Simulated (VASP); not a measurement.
A run of VASP 6.6.1:

File INCAR:

```
  ALGO = Normal
  EDIFF = 1E-6
  ENCUT = 520
  GGA = PE
  ISIF = 2
  ISMEAR = 0
  LASPH = True
  LCHARG = True
  LELF = True
  LREAL = False
  LVHAR = True
  LWAVE = False
  NBANDS = 16
  NELM = 100
  PREC = Accurate
  SIGMA = 0.01
```

Contents of KPOINTS:

```
k-points
0
Gamma
  9 9 4
```

POSCAR

```
AlN
1.0
    3.1066945025      0.0000000000      0.0000000000
   -1.5533472512      2.6904763609      0.0000000000
    0.0000000000      0.0000000000      4.9785885509
Al N
2 2
Direct
    0.3333333333      0.6666666667     -0.0007956041
    0.6666666667      0.3333333333      0.4992043959
    0.3333333333      0.6666666667      0.3807956041
    0.6666666667      0.3333333333      0.8807956041
```

Potentials or basis: VASP PAW PBE potentials, release 64 (Al, N).

The run is started by

```console
$ cat potpaw_PBE.64/Al/POTCAR potpaw_PBE.64/N/POTCAR > POTCAR
$ mpirun -np 1 vasp_std > vasp.out
```

Hardware: 1 thread of Intel Xeon 8259CL, with other jobs on the host.

**Question.** How long does it take, and how much memory?

**Answer.** Run time: 26 s on 1 thread of Intel Xeon 8259CL, with other jobs on the host, peak memory 0.16 GiB. Counts: scf iterations 13, k points 36.
